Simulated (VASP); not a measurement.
# PtS2 (P-3m1) in VASP: single point with PBEsol

Aim: the single point of PtS2 with PBEsol.

Program: VASP 6.6.1. These are calculated values, not measurements. Logs are shortened: lines on timing, memory, paths and dates and some standing lists are left out, and cuts for length are marked.

**1. The cell of the first run**

The structure is trigonal, space group P-3m1 (No. 164). The conventional cell has a = 3.543 Å, b = 3.543 Å, c = 5.039 Å, α = 90.00°, β = 90.00°, γ = 120.00°. Pt (site symmetry -3m) has 6 S at 2.34 Å within 3.1 Å. S (site symmetry 3m) has 3 Pt at 2.34 Å and 3 S at 3.07 Å within 3.1 Å.

**2. Single point, PBEsol**

Input file INCAR:

```
SYSTEM = PtS2
ALGO = Normal
EDIFF = 1E-6
ENCUT = 500
GGA = PS
GGA_COMPAT = .FALSE.
ISIF = 2
ISMEAR = -1
LASPH = .TRUE.
LCHARG = .FALSE.
LREAL = .FALSE.
LWAVE = .FALSE.
NBANDS = 18
NELM = 120
PREC = Accurate
SIGMA = 0.05
```

Input file KPOINTS:

```
k-points
0
G
  6 6 4
  0 0 0
```

Input file POSCAR:

```
PtS2
1.0
    3.5432000000      0.0000000000      0.0000000000
   -1.7716000000      3.0685012100      0.0000000000
    0.0000000000      0.0000000000      5.0388000000
Pt S
1 2
Direct
    0.0000000000      0.0000000000      0.0000000000
    0.3333333328      0.6666666656      0.2270000000
    0.6666666672      0.3333333344      0.7730000000
```

Potentials or basis: VASP PAW PBE potentials, release 64 (Pt, S).

The run is started by

```bash
cat potpaw_PBE.64/Pt/POTCAR potpaw_PBE.64/S/POTCAR > POTCAR
mpirun -np 1 vasp_std > vasp.out
```

OUTCAR:

```text
SYSTEM = PtS2
   EDIFF = 1E-6
   ENCUT = 500
   GGA = PS
   ISIF = 2
   ISMEAR = -1
   LASPH = .TRUE.
   LREAL = .FALSE.
   NELM = 120
   PREC = Accurate

 ion  position               nearest neighbor table
   1  0.000  0.000  0.000-   2 2.34   3 2.34   3 2.34   2 2.34   2 2.34   3 2.34
   2  0.333  0.667  0.227-   1 2.34   1 2.34   1 2.34
   3  0.667  0.333  0.773-   1 2.34   1 2.34   1 2.34

  LATTYP: Found a hexagonal cell.
 ALAT       =     3.5432000000
 C/A-ratio  =     1.4221043125

  Lattice vectors:

 A1 = (   3.5432000000,   0.0000000000,   0.0000000000)
 A2 = (  -1.7716000000,   3.0685012100,   0.0000000000)
 A3 = (   0.0000000000,   0.0000000000,   5.0388000000)

Analysis of symmetry for initial positions (statically):
=====================================================================
 Subroutine PRICEL returns:
 Original cell was already a primitive cell.

 Routine SETGRP: Setting up the symmetry group for a
 hexagonal supercell.

 Subroutine GETGRP returns: Found 12 space group operations
 (whereof 12 operations were pure point group operations)
 out of a pool of 24 trial point group operations.

The static configuration has the point symmetry D_3d.

Analysis of symmetry for dynamics (positions and initial velocities):
=====================================================================
 Subroutine PRICEL returns:
 Original cell was already a primitive cell.

 Routine SETGRP: Setting up the symmetry group for a
 hexagonal supercell.

 Subroutine GETGRP returns: Found 12 space group operations
 (whereof 12 operations were pure point group operations)
 out of a pool of 24 trial point group operations.

The dynamic configuration has the point symmetry D_3d.

 Subroutine INISYM returns: Found 12 space group operations
 (whereof 12 operations are pure point group operations),
 and found     1 'primitive' translations

----------------------------------------------------------------------------------------

                                     Primitive cell

  volume of cell :      54.7834

  direct lattice vectors                    reciprocal lattice vectors
     3.543200000  0.000000000  0.000000000     0.282230752  0.162946001  0.000000000
    -1.771600000  3.068501210  0.000000000     0.000000000  0.325892001  0.000000000
     0.000000000  0.000000000  5.038800000     0.000000000  0.000000000  0.198459951

  length of vectors
     3.543200000  3.543199999  5.038800000     0.325892001  0.325892001  0.198459951

  position of ions in fractional coordinates (direct lattice)
     0.000000000  0.000000000  0.000000000
     0.333333333  0.666666666  0.227000000
     0.666666667  0.333333334  0.773000000

  ion indices of the primitive-cell ions
   primitive index   ion index
                 1           1
                 2           2
                 3           3

----------------------------------------------------------------------------------------

 KPOINTS: k-points

Automatic generation of k-mesh.
 Grid dimensions read from file:
 generate k-points for:    6    6    4

 Generating k-lattice:

  Cartesian coordinates                     Fractional coordinates (reciprocal lattice)
     0.047038459  0.027157667  0.000000000     0.166666667  0.000000000  0.000000000
     0.000000000  0.054315334  0.000000000     0.000000000  0.166666667  0.000000000
     0.000000000  0.000000000  0.049614988     0.000000000  0.000000000  0.250000000

  Length of vectors
     0.054315334  0.054315334  0.049614988

  Shift w.r.t. Gamma in fractional coordinates (k-lattice)
     0.000000000  0.000000000  0.000000000

 Subroutine IBZKPT returns following result:
 ===========================================

 Found     24 irreducible k-points:

 Following reciprocal coordinates:
            Coordinates               Weight
  0.000000  0.000000  0.000000      1.000000
  0.166667  0.000000  0.000000      6.000000
  0.333333  0.000000  0.000000      6.000000
  0.500000  0.000000  0.000000      3.000000
  0.166667  0.166667  0.000000      6.000000
  0.333333  0.166667  0.000000     12.000000
[... 16 lines left out ...]
  0.333333  0.166667  0.500000     12.000000
  0.333333  0.333333  0.500000      2.000000
   k-points           NKPTS =     24   k-points in BZ     NKDIM =     24   number of bands    NBANDS=     18
   number of dos      NEDOS =    301   number of ions     NIONS =      3
   total plane-waves  NPLWV =  31360
   dimension x,y,z NGX =    28 NGY =   28 NGZ =   40
   dimension x,y,z NGXF=    56 NGYF=   56 NGZF=   80
   ions per type =               1   2
   NGX,Y,Z   is equivalent  to a cutoff of  13.14, 13.14, 13.20 a.u.
   NGXF,Y,Z  is equivalent  to a cutoff of  26.28, 26.28, 26.39 a.u.
 SYSTEM =  PtS2
   PREC   = accura    normal or accurate (medium, high low for compatibility)
   ISTART =      0    job   : 0-new  1-cont  2-samecut
   ICHARG =      2    charge: 1-file 2-atom 10-const
   ISPIN  =      1    spin polarized calculation?
   LNONCOLLINEAR =      F non collinear calculations
   LSORBIT =      F    spin-orbit coupling
   LASPH  =      T    aspherical Exc in radial PAW
   ENCUT  =  500.0 eV  36.75 Ry    6.06 a.u.   6.46  6.46  9.19*2*pi/ulx,y,z
   NELM   =    120;   NELMIN=  2; NELMDL= -5     # of ELM steps
   EDIFF  = 0.1E-05   stopping-criterion for ELM
   LREAL  =      F    real-space projection
   EDIFFG = 0.1E-04   stopping-criterion for IOM
   NSW    =      0    number of steps for IOM
   IBRION =     -1    ionic relax: 0-MD 1-quasi-New 2-CG
   NFREE  =      0    steps in history (QN), initial steepest desc. (CG)
   ISIF   =      2    stress and relaxation
   ISYM   =      2    0-nonsym 1-usesym 2-fastsym
   POTIM  = 0.5000    time-step for ionic-motion
   TEBEG  =    0.0;   TEEND  =   0.0 temperature during run
   PSTRESS=    0.0 pullay stress
   NELECT =      22.0000    total number of electrons
   NUPDOWN=      -1.0000    fix difference up-down
   EMIN   =  10.00;   EMAX   =-10.00  energy-range for DOS
   EFERMI =   0.00;   METHOD = LEGACY
   ISMEAR =    -1;   SIGMA  =   0.05  broadening in eV -4-tet -1-fermi 0-gaus
   EFERMI_NEDOS =   21; number of points for ismear=-14 and -15
   IALGO  =     38    algorithm
   IMIX   =      4    mixing-type and parameters
     AMIX     =   0.40;   BMIX     =  1.00
     AMIX_MAG =   1.60;   BMIX_MAG =  1.00
  volume/ion in A,a.u.               =      18.26       123.23
  Fermi-wavevector in a.u.,A,eV,Ry     =   1.207812  2.282434 19.848315  1.458810
  Thomas-Fermi vector in A             =   2.343439
   LORBIT       =      0    0 simple, 1 ext, 2 COOP (PROOUT), +10 PAW based schemes
   GGA     = PS    functional components
   LHFCALC =     F    Hartree Fock is set to
   AEXX    =    0.0000 exact exchange contribution
   IVDW    =     0    specifies the selected vdW correction
   LEPSILON=     F    determine dielectric tensor
   LRPA    =     F    only Hartree local field effects (RPA)
 non-spin polarized calculation
  energy-cutoff  :      500.00
  volume of cell :       54.78
 maximum number of plane-waves:      1411
 NGX is ok and might be reduce to    28
   NGX = 13   NGY = 13   NGZ = 19

 number of electron      22.0000000 magnetization

 Free energy of the ion-electron system (eV)
  ---------------------------------------------------
  ext. energy  EPLUGINS =         0.00000000
  ---------------------------------------------------
  free energy    TOTEN  =       -16.92833991 eV

  energy without entropy =      -16.92832897  energy(sigma->0) =      -16.92833444

 E-fermi :   7.0993     XC(G=0): -10.7672

 val. band max:        6.6425915262   @ k =   0.0000   0.1667   0.2500
 cond. band min:       7.5584078135   @ k =   0.0000   0.3333   0.2500
 fundamental gap:      0.9158162873
 Fermi energy:         7.0992519672

 k-point     1 :       0.0000    0.0000    0.0000
  band No.  band energies     occupation
      1      -8.9289      2.00000
      2      -5.6388      2.00000
      3      -0.4245      2.00000
      4      -0.4245      2.00000
      5      -0.3117      2.00000
      6       2.6515      2.00000
[... 10 lines left out ...]
     17      14.5023      0.00000
     18      18.6084      0.00000

 k-point     2 :       0.1667    0.0000    0.0000
  band No.  band energies     occupation
      1      -8.5600      2.00000
      2      -5.8638      2.00000
      3      -0.1814      2.00000
      4      -0.1557      2.00000
      5       0.0748      2.00000
      6       2.0837      2.00000
[... 10 lines left out ...]
     17      15.5659      0.00000
     18      16.6927      0.00000

 k-point     3 :       0.3333    0.0000    0.0000
  band No.  band energies     occupation
      1      -7.6339      2.00000
      2      -6.2901      2.00000
      3      -0.1711      2.00000
      4       0.2826      2.00000
      5       1.0713      2.00000
      6       1.1863      2.00000
[... 10 lines left out ...]
     17      15.4353      0.00000
     18      16.0451      0.00000

 k-point     4 :       0.5000    0.0000    0.0000
  band No.  band energies     occupation
      1      -6.8877      2.00000
      2      -6.6250      2.00000
      3      -0.9687      2.00000
      4       0.4405      2.00000
      5       1.3744      2.00000
      6       2.2335      2.00000
[... 375 lines left out ...]
      4       0.0463      2.00000
      5       1.0057      2.00000
      6       1.7576      2.00000
[... 10 lines left out ...]
     17      15.9051      0.00000
     18      15.9491      0.00000

 k-point    23 :       0.3333    0.1667    0.5000
  band No.  band energies     occupation
      1      -6.8972      2.00000
      2      -6.5622      2.00000
      3      -0.6824      2.00000
      4       0.1256      2.00000
      5       1.0239      2.00000
      6       1.9399      2.00000
[... 10 lines left out ...]
     17      15.7570      0.00000
     18      17.1200      0.00000

 k-point    24 :       0.3333    0.3333    0.5000
  band No.  band energies     occupation
      1      -6.5949      2.00000
      2      -6.5949      2.00000
      3       0.0381      2.00000
      4       0.0381      2.00000
      5       0.0813      2.00000
      6       2.2401      2.00000
[... 10 lines left out ...]
     17      14.7042      0.00000
     18      17.2003      0.00000

------------------------ aborting loop because EDIFF is reached ----------------------------------------

  FORCE on cell =-STRESS in cart. coord.  units (eV):
  Direction    XX          YY          ZZ          XY          YZ          ZX
  --------------------------------------------------------------------------------------
  -------------------------------------------------------------------------------------
  Total        2.1565090      2.1565090      1.9801077      0.0000000      0.0000000      0.0000000
  in kB       63.0685404     63.0685404     57.9095665      0.0000000      0.0000000      0.0000000
  external PRESSURE =      61.3488824 kB  Pullay stress =       0.0000000 kB

 VOLUME and BASIS-vectors are now :
 -----------------------------------------------------------------------------
  energy-cutoff  :      500.00
  volume of cell :       54.78
      direct lattice vectors                 reciprocal lattice vectors
     3.543200000  0.000000000  0.000000000     0.282230752  0.162946001  0.000000000
    -1.771600000  3.068501210  0.000000000     0.000000000  0.325892001  0.000000000
     0.000000000  0.000000000  5.038800000     0.000000000  0.000000000  0.198459951

 POSITION                                       TOTAL-FORCE (eV/Angst)
 -----------------------------------------------------------------------------------
      0.00000      0.00000      0.00000        -0.000000      0.000000      0.000000
      0.00000      2.04567      1.14381         0.000000     -0.000000      0.933029
      1.77160      1.02283      3.89499        -0.000000      0.000000     -0.933029
 -----------------------------------------------------------------------------------
    total drift:                               -0.000000      0.000000     -0.000000

  FREE ENERGIE OF THE ION-ELECTRON SYSTEM (eV)
  ---------------------------------------------------
  free  energy   TOTEN  =       -16.9283399065 eV

  energy  without entropy=      -16.9283289747  energy(sigma->0) =      -16.92833444
```

It took 10 s on 1 thread of Intel Xeon 6975P-C (Granite Rapids), shared host; peak memory 0.18 GiB.

Results:

```
Free energy            : -16.9283 eV
Pressure               : 6.1 GPa
Largest force          : 0.933 eV/Å
Band gap on the k mesh : 0.92 eV, indirect (least direct gap 1.44 eV)
```

Forces in eV/Å, atoms in the order of the input:
```
Pt   0.000  0.000  0.000
S    0.000  0.000  0.933
S    0.000  0.000 -0.933
```

Stress tensor (GPa, compression positive):
```
6.31 0.00 0.00
0.00 6.31 0.00
0.00 0.00 5.79
```

Caveat: the PAW data sets were made with another functional, which shifts forces and pressure a little; spin-orbit coupling is left out, which moves the levels of the heavy elements. A k mesh can miss the band edges.
